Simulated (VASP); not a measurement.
Runs of VASP 6.6.1 on Ti3Ni. The structure is that of space group Pm-3m (No. 221), or close to it. The cells are those of the table. 

```csv
cell,gap on the mesh (eV),pressure (GPa),moment (μB)
"a = 3.961 Å, 4 atoms",none,-7.4,0.00
"a = 3.855 Å, 4 atoms",none,3.0,0.00
"a = 3.987 Å, 4 atoms",none,(b),0.00
"a = 3.935 Å, 4 atoms",none,(a),0.01
"a = 3.882 Å, 4 atoms",none,-0.1,0.00
```

Alike in all rows: task single point; level PBEsol; potentials or basis VASP PAW PBE potentials, release 64 (Ni, Ti_sv); spin collinear, ferromagnetic start; k mesh 7 × 7 × 7; cutoff (eV) 520; smearing fermi-dirac 0.05 eV.

Task: Estimate the missing entries.

Result: (a) -5.4; (b) -9.3.

Caveats: the PAW data sets were made with another functional, which shifts forces and pressure a little; the cell stands under tension (at least some runs).

A gap of «none» marks levels without a gap at the run's occupations.
